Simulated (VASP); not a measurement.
Write the native input for VASP 6.6.1 that does the following.

```
Task                   : single point
Functional             : LDA
Potentials or basis    : VASP PAW LDA potentials, release 64 (Co)
Cutoff                 : 520 eV
k mesh                 : 24 × 24 × 12
Occupations            : gaussian, width 0.15 eV
Spin                   : collinear spin, ferromagnetic start
Starting moments       : [1.1, 1.1] μB
Fixed moment           : 2.2 μB
Dipole correction      : no
Further INCAR settings : ALGO = Normal; EDIFF = 1e-07; NBANDS = 20
```

The structure of Co lies in POSCAR:

```
Co
1.0
    2.4287596817      0.0000000000      0.0000000000
   -1.2143798408      2.1033675840      0.0000000000
    0.0000000000      0.0000000000      3.9177515245
Co
2
Direct
    0.6666666667      0.3333333333      0.2500000000
    0.3333333333      0.6666666667      0.7500000000
```

The input as run:

INCAR

```
SYSTEM = Co
PREC = Accurate
ENCUT = 520
EDIFF = 1E-7
ISMEAR = 0
SIGMA = 0.15
LREAL = .FALSE.
LASPH = .TRUE.
NELM = 150
ALGO = Normal
ISIF = 2
LWAVE = .FALSE.
LCHARG = .FALSE.
ISPIN = 2
MAGMOM = 1.1 1.1
LORBIT = 11
NUPDOWN = 2.2
LMAXMIX = 4
NBANDS = 20
```

KPOINTS

```
Automatic mesh
0
G
  24 24 12
  0 0 0
```

Potentials or basis: VASP PAW LDA potentials, release 64 (Co).

Launch:

```bash
$ cat potpaw_LDA.64/Co/POTCAR > POTCAR
$ mpirun -np 1 vasp_std > vasp.out
```

Results of the run:

| Quantity | Value |
| --- | --- |
| Pressure | -6.2 GPa |
| Net moment | 2.20 μB per cell |
| Site moments | Co +1.10 μB |
| Valence electrons inside the program's atomic spheres | Co 8.45 |

Caveat: the cell stands under tension; the total moment is fixed, so each spin has its own Fermi level.

Run time: 3.7 min on 1 thread of Intel(R) Xeon(R) Platinum 8259CL CPU @ 2.50GHz (Skylake/Cascade Lake), on a shared host, peak memory 0.32 GiB.
